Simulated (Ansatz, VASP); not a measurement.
## Ge in VASP and in Ansatz

Contents of POSCAR:

```
Ge
1.0
    0.0000000000      2.8368735121      2.8368735121
    2.8368735121      0.0000000000      2.8368735121
    2.8368735121      2.8368735121      0.0000000000
Ge
2
Direct
    0.0000000000      0.0000000000      0.0000000000
    0.2500000000      0.2500000000      0.2500000000
```

Contents of INCAR.step1:

```
  ALGO = Normal
  EDIFF = 1E-5
  ENCUT = 520
  GGA = PE
  ISIF = 2
  ISMEAR = -1
  LASPH = True
  LREAL = False
  LWAVE = True
  NBANDS = 21
  NELM = 60
  PREC = Accurate
  SIGMA = 0.02
```

INCAR.step2

```
  AEXX = 0.35
  ALGO = Normal
  EDIFF = 1E-6
  ENCUT = 520
  GGA = PE
  HFSCREEN = 0.5
  ISIF = 2
  ISMEAR = -1
  ISTART = 1
  LASPH = True
  LCHARG = True
  LELF = True
  LHFCALC = True
  LREAL = False
  LVHAR = True
  LWAVE = False
  NBANDS = 21
  NELM = 60
  PREC = Accurate
  PRECFOCK = Normal
  SIGMA = 0.02
```

Contents of KPOINTS:

```
k-points
0
Gamma
  4 4 4
```

Input for Ansatz:

```yaml
crystal:
  lattice:
    - [0.0, 2.8368735121, 2.8368735121]
    - [2.8368735121, 0.0, 2.8368735121]
    - [2.8368735121, 2.8368735121, 0.0]
  atoms:
    - { symbol: Ge, position: [0.0, 0.0, 0.0] }
    - { symbol: Ge, position: [0.25, 0.25, 0.25] }
kpoints:
  mp_grid: { grid: [4, 4, 4] }
hamiltonian:
  xc: { exchange: pbe, correlation: pbe, exx: { coeff: 0.35, omega: 0.5 } }
scf:
  occupations: { method: fermi_dirac, width: 0.02 }
  n_extra_bands: 4
output:
  forces: true
  stress: true
  eigenvalues: true
```

Alike in both runs: task single point; functional PBE-based screened hybrid with a share of 0.35 of exact exchange and HFSCREEN = 0.5; k mesh 4 × 4 × 4; occupations fermi-dirac, width 0.02 eV; no spin polarisation.

|  | VASP | Ansatz |
| --- | --- | --- |
| version | VASP 6.6.1 | Ansatz 0.2.0 |
| potentials or method | VASP PAW PBE potentials, release 64 (Ge_d) | plane waves |
| plane-wave cutoff (eV) | 520 | 420 |
| valence electrons in the cell | 28 | 28 |

```csv
,VASP,Ansatz,Ansatz less VASP
pressure (GPa),1.1,1.1,-0.04
```

VASP's potentials were made for PBE, not for PBE-based screened hybrid. With one functional, cell and mesh, what is left measures potentials, basis and numerics. Ansatz's warnings: stress exchange threshold loose, stress scf threshold loose.

The k mesh is coarse, so the values compare programs but aren't converged.
